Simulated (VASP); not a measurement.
# BN (zincblende type) (F-43m) in VASP: further runs, part 2 of 3

VASP 6.6.1. The steps go on from the part before.

### 3 Electric field gradients, PBE

This run uses another cell than the first one, of 5.95 Å³/atom, 1.042 times its volume.

INCAR reads:

```
SYSTEM = BN
  ALGO = Normal
  EDIFF = 1E-8
  ENCUT = 520
  GGA = PE
  ISIF = 2
  ISMEAR = -1
  LASPH = .TRUE.
  LCHARG = .FALSE.
  LEFG = .TRUE.
  LREAL = .FALSE.
  LWAVE = .FALSE.
  NBANDS = 11
  NELM = 60
  PREC = Accurate
  SIGMA = 0.03
```

KPOINTS reads:

```
k-points
0
G
  16 16 16
  0 0 0
```

POSCAR reads:

```
BN
1.0
    0.0000000000      1.8123531715      1.8123531715
    1.8123531715      0.0000000000      1.8123531715
    1.8123531715      1.8123531715      0.0000000000
B N
1 1
Direct
    0.0000000000      0.0000000000      0.0000000000
    0.2500000000      0.2500000000      0.2500000000
```

Potentials or basis: VASP PAW PBE potentials, release 64 (B, N).

Launch:

```
cat potpaw_PBE.64/B/POTCAR potpaw_PBE.64/N/POTCAR > POTCAR
mpirun -np 1 vasp_std > vasp.out
```

OUTCAR:

```text
SYSTEM = BN
   EDIFF = 1E-8
   ENCUT = 520
   GGA = PE
   ISIF = 2
   ISMEAR = -1
   LASPH = .TRUE.
   LREAL = .FALSE.
   NELM = 60
   PREC = Accurate

 ion  position               nearest neighbor table
   1  0.000  0.000  0.000-   2 1.57   2 1.57   2 1.57   2 1.57
   2  0.250  0.250  0.250-   1 1.57   1 1.57   1 1.57   1 1.57

  LATTYP: Found a face centered cubic cell.
 ALAT       =     3.6247063430

  Lattice vectors:

 A1 = (   0.0000000000,   1.8123531715,   1.8123531715)
 A2 = (   1.8123531715,   0.0000000000,   1.8123531715)
 A3 = (   1.8123531715,   1.8123531715,   0.0000000000)

Analysis of symmetry for initial positions (statically):
=====================================================================
 Subroutine PRICEL returns:
 Original cell was already a primitive cell.

 Routine SETGRP: Setting up the symmetry group for a
 face centered cubic supercell.

 Subroutine GETGRP returns: Found 24 space group operations
 (whereof 24 operations were pure point group operations)
 out of a pool of 48 trial point group operations.

The static configuration has the point symmetry T_d .

Analysis of symmetry for dynamics (positions and initial velocities):
=====================================================================
 Subroutine PRICEL returns:
 Original cell was already a primitive cell.

 Routine SETGRP: Setting up the symmetry group for a
 face centered cubic supercell.

 Subroutine GETGRP returns: Found 24 space group operations
 (whereof 24 operations were pure point group operations)
 out of a pool of 48 trial point group operations.

The dynamic configuration has the point symmetry T_d .

 Subroutine INISYM returns: Found 24 space group operations
 (whereof 24 operations are pure point group operations),
 and found     1 'primitive' translations

----------------------------------------------------------------------------------------

                                     Primitive cell

  volume of cell :      11.9058

  direct lattice vectors                    reciprocal lattice vectors
     0.000000000  1.812353172  1.812353172    -0.275884418  0.275884418  0.275884418
     1.812353172  0.000000000  1.812353172     0.275884418 -0.275884418  0.275884418
     1.812353172  1.812353172  0.000000000     0.275884418  0.275884418 -0.275884418

  length of vectors
     2.563054435  2.563054435  2.563054435     0.477845829  0.477845829  0.477845829

  position of ions in fractional coordinates (direct lattice)
     0.000000000  0.000000000  0.000000000
     0.250000000  0.250000000  0.250000000

  ion indices of the primitive-cell ions
   primitive index   ion index
                 1           1
                 2           2

----------------------------------------------------------------------------------------

 KPOINTS: k-points

Automatic generation of k-mesh.
 Grid dimensions read from file:
 generate k-points for:   16   16   16

[... 78 lines left out ...]
   ISMEAR =    -1;   SIGMA  =   0.03  broadening in eV -4-tet -1-fermi 0-gaus
   EFERMI_NEDOS =   21; number of points for ismear=-14 and -15
   IALGO  =     38    algorithm
   IMIX   =      4    mixing-type and parameters
     AMIX     =   0.40;   BMIX     =  1.00
     AMIX_MAG =   1.60;   BMIX_MAG =  1.00
  volume/ion in A,a.u.               =       5.95        40.17
  Fermi-wavevector in a.u.,A,eV,Ry     =   1.433899  2.709677 27.974494  2.056067
  Thomas-Fermi vector in A             =   2.553367
   LORBIT       =      0    0 simple, 1 ext, 2 COOP (PROOUT), +10 PAW based schemes
   GGA     = PE    functional components
   LHFCALC =     F    Hartree Fock is set to
   AEXX    =    0.0000 exact exchange contribution
   IVDW    =     0    specifies the selected vdW correction
   LEPSILON=     F    determine dielectric tensor
   LRPA    =     F    only Hartree local field effects (RPA)
 non-spin polarized calculation
  energy-cutoff  :      520.00
  volume of cell :       11.91
 maximum number of plane-waves:       332
   NGX =  9   NGY =  9   NGZ =  9

 number of electron       7.9999999 magnetization

 Free energy of the ion-electron system (eV)
  ---------------------------------------------------
  ext. energy  EPLUGINS =         0.00000000
  ---------------------------------------------------
  free energy    TOTEN  =       -17.45100433 eV

  energy without entropy =      -17.45100433  energy(sigma->0) =      -17.45100433

 E-fermi :   7.9019     XC(G=0): -12.7824

 val. band max:        7.3041688860   @ k =   0.0000   0.0000   0.0000
 cond. band min:      11.7549692196   @ k =   0.5000   0.5000   0.0000
 fundamental gap:      4.4508003335
 Fermi energy:         7.9019350826

 k-point     1 :       0.0000    0.0000    0.0000
  band No.  band energies     occupation
      1     -12.8353      2.00000
      2       7.3042      2.00000
      3       7.3042      2.00000
      4       7.3042      2.00000
      5      16.0858      0.00000
      6      16.0858      0.00000
      7      16.0858      0.00000
      8      17.5230      0.00000
      9      31.9056      0.00000
     10      34.9747      0.00000
     11      34.9747      0.00000
[... 309 lines left out ...]
 k-point    24 :      -0.0625    0.0625    0.0000
  band No.  band energies     occupation
      1     -12.5837      2.00000
      2       6.1810      2.00000
      3       6.6758      2.00000
      4       7.2088      2.00000
      5      16.2940      0.00000
      6      16.2951      0.00000
      7      16.7688      0.00000
      8      18.3267      0.00000
      9      31.2930      0.00000
     10      31.5673      0.00000
     11      33.5163      0.00000

 [... further k-points ...]

------------------------ aborting loop because EDIFF is reached ----------------------------------------

  FORCE on cell =-STRESS in cart. coord.  units (eV):
  Direction    XX          YY          ZZ          XY          YZ          ZX
  --------------------------------------------------------------------------------------
  -------------------------------------------------------------------------------------
  Total        0.0172458      0.0172458      0.0172458      0.0000000      0.0000000      0.0000000
  in kB        2.3207847      2.3207847      2.3207847      0.0000000      0.0000000      0.0000000
  external PRESSURE =       2.3207847 kB  Pullay stress =       0.0000000 kB

 VOLUME and BASIS-vectors are now :
 -----------------------------------------------------------------------------
  energy-cutoff  :      520.00
  volume of cell :       11.91
      direct lattice vectors                 reciprocal lattice vectors
     0.000000000  1.812353172  1.812353172    -0.275884418  0.275884418  0.275884418
     1.812353172  0.000000000  1.812353172     0.275884418 -0.275884418  0.275884418
     1.812353172  1.812353172  0.000000000     0.275884418  0.275884418 -0.275884418

 POSITION                                       TOTAL-FORCE (eV/Angst)
 -----------------------------------------------------------------------------------
      0.00000      0.00000      0.00000         0.000000     -0.000000     -0.000000
      0.90618      0.90618      0.90618        -0.000000      0.000000      0.000000
 -----------------------------------------------------------------------------------
    total drift:                                0.000000      0.000000      0.000000

  FREE ENERGIE OF THE ION-ELECTRON SYSTEM (eV)
  ---------------------------------------------------
  free  energy   TOTEN  =       -17.4510043251 eV

  energy  without entropy=      -17.4510043251  energy(sigma->0) =      -17.45100433

 Electric field gradients (V/A^2)
---------------------------------------------------------------------
 ion       V_xx      V_yy      V_zz      V_xy      V_xz      V_yz
---------------------------------------------------------------------
   1      -0.000    -0.000     0.000    -0.000    -0.000    -0.000
   2       0.000     0.000     0.000    -0.000    -0.000    -0.000
---------------------------------------------------------------------

 Electric field gradients after diagonalization (V/A^2)
 (convention: |V_zz| > |V_xx| > |V_yy|)
----------------------------------------------------------------------
 ion       V_xx      V_yy      V_zz     asymmetry (V_yy - V_xx)/ V_zz
----------------------------------------------------------------------
   1       0.000     0.000    -0.000       0.000
   2       0.000     0.000    -0.000       0.000
----------------------------------------------------------------------

           NMR quadrupolar parameters

 Cq : quadrupolar parameter    Cq=e*Q*V_zz/h
 eta: asymmetry parameters     (V_yy - V_xx)/ V_zz
 Q  : nuclear electric quadrupole moment in mb (millibarn)
----------------------------------------------------------------------
 ion       Cq(MHz)       eta       Q (mb)
----------------------------------------------------------------------
   1      -0.000       0.000       1.000
   2      -0.000       0.000       1.000
----------------------------------------------------------------------
```

Run time: 13 s. Hardware: 1 thread of Intel Xeon Platinum 8488C (Sapphire Rapids), shared host; peak memory 0.13 GiB.

Results:

* Free energy: -17.4510 eV
* Pressure: 0.2 GPa
* Band gap on the k mesh: 4.45 eV, indirect (least direct gap 8.78 eV)

Caveat: without QUAD_EFG the Cq values of the log hold for a quadrupole moment of 1 mb, not for the nuclei.

### 4 Electric field gradients, PBE (volume scaled by 0.98)

INCAR reads:

```
PREC = Accurate
ENCUT = 520
EDIFF = 1E-8
ISMEAR = -1
SIGMA = 0.03
LREAL = F
LASPH = T
NELM = 80
ALGO = Normal
ISIF = 2
LWAVE = F
LCHARG = F
GGA = PE
LEFG = T
NBANDS = 11
```

KPOINTS reads:

```
Automatic mesh
0
Gamma
  16 16 16
```

POSCAR reads:

```
BN
1.0
    0.0000000000      1.8001893609      1.8001893609
    1.8001893609      0.0000000000      1.8001893609
    1.8001893609      1.8001893609      0.0000000000
B N
1 1
Direct
    0.0000000000      0.0000000000      0.0000000000
    0.2500000000      0.2500000000      0.2500000000
```

Potentials or basis: VASP PAW PBE potentials, release 64 (B, N).

Launch:

```
cat potpaw_PBE.64/B/POTCAR potpaw_PBE.64/N/POTCAR > POTCAR
mpirun -np 1 vasp_std > vasp.out
```

OUTCAR:

```text
PREC = Accurate
   ENCUT = 520
   EDIFF = 1E-8
   ISMEAR = -1
   LREAL = F
   LASPH = T
   NELM = 80
   ISIF = 2
   GGA = PE

 ion  position               nearest neighbor table
   1  0.000  0.000  0.000-   2 1.56   2 1.56   2 1.56   2 1.56
   2  0.250  0.250  0.250-   1 1.56   1 1.56   1 1.56   1 1.56

  LATTYP: Found a face centered cubic cell.
 ALAT       =     3.6003787218

  Lattice vectors:

 A1 = (   0.0000000000,   1.8001893609,   1.8001893609)
 A2 = (   1.8001893609,   0.0000000000,   1.8001893609)
 A3 = (   1.8001893609,   1.8001893609,   0.0000000000)

[... 546 lines left out ...]
  free  energy   TOTEN  =       -17.4445040050 eV

  energy  without entropy=      -17.4445040050  energy(sigma->0) =      -17.44450400

 Electric field gradients (V/A^2)
---------------------------------------------------------------------
 ion       V_xx      V_yy      V_zz      V_xy      V_xz      V_yz
---------------------------------------------------------------------
   1      -0.000     0.000    -0.000    -0.000    -0.000    -0.000
   2      -0.000    -0.000     0.000    -0.000    -0.000    -0.000
---------------------------------------------------------------------

 Electric field gradients after diagonalization (V/A^2)
 (convention: |V_zz| > |V_xx| > |V_yy|)
----------------------------------------------------------------------
 ion       V_xx      V_yy      V_zz     asymmetry (V_yy - V_xx)/ V_zz
----------------------------------------------------------------------
   1       0.000     0.000    -0.000       0.000
   2       0.000     0.000    -0.001       0.000
----------------------------------------------------------------------

           NMR quadrupolar parameters

 Cq : quadrupolar parameter    Cq=e*Q*V_zz/h
 eta: asymmetry parameters     (V_yy - V_xx)/ V_zz
 Q  : nuclear electric quadrupole moment in mb (millibarn)
----------------------------------------------------------------------
 ion       Cq(MHz)       eta       Q (mb)
----------------------------------------------------------------------
   1      -0.000       0.000       1.000
   2      -0.000       0.000       1.000
----------------------------------------------------------------------
```

OSZICAR:

```text
N       E                     dE             d eps       ncg     rms          rms(c)
DAV:   1     0.101968170811E+02    0.10197E+02   -0.50715E+03  3310   0.730E+02
DAV:   2    -0.179387339931E+02   -0.28136E+02   -0.27440E+02  3837   0.166E+02
DAV:   3    -0.184282038622E+02   -0.48947E+00   -0.48876E+00  3724   0.187E+01
DAV:   4    -0.184287442423E+02   -0.54038E-03   -0.54037E-03  3430   0.700E-01
DAV:   5    -0.184287447383E+02   -0.49603E-06   -0.49603E-06  3685   0.207E-02    0.677E+00
DAV:   6    -0.175348627332E+02    0.89388E+00   -0.29156E+00  3355   0.993E+00    0.331E+00
DAV:   7    -0.174589043002E+02    0.75958E-01   -0.10959E-01  3589   0.272E+00    0.194E+00
DAV:   8    -0.174442252890E+02    0.14679E-01   -0.36061E-02  3560   0.138E+00    0.199E-01
DAV:   9    -0.174444132852E+02   -0.18800E-03   -0.94201E-04  3352   0.259E-01    0.848E-02
DAV:  10    -0.174444988607E+02   -0.85575E-04   -0.12004E-04  3511   0.935E-02    0.152E-02
DAV:  11    -0.174445039817E+02   -0.51209E-05   -0.89467E-06  3625   0.246E-02    0.106E-02
DAV:  12    -0.174445040072E+02   -0.25584E-07   -0.15517E-06  3538   0.853E-03    0.622E-04
DAV:  13    -0.174445040050E+02    0.22570E-08   -0.22747E-08  3537   0.147E-03
   1 F= -.17444504E+02 E0= -.17444504E+02  d E =-.445035E-11
```

It took 12 s on 1 thread of Intel Xeon Platinum 8488C (Sapphire Rapids), shared host; peak memory 0.13 GiB.

Results:

| Quantity | Value |
| --- | --- |
| Free energy | -17.4445 eV |
| Pressure | 8.1 GPa |
| Band gap on the k mesh | 4.47 eV, indirect (least direct gap 8.88 eV) |

Caveat: the cell differs from its parent crystal (volume scaled by 0.98); without QUAD_EFG the Cq values of the log hold for a quadrupole moment of 1 mb, not for the nuclei.

[end of part 2 of 3]
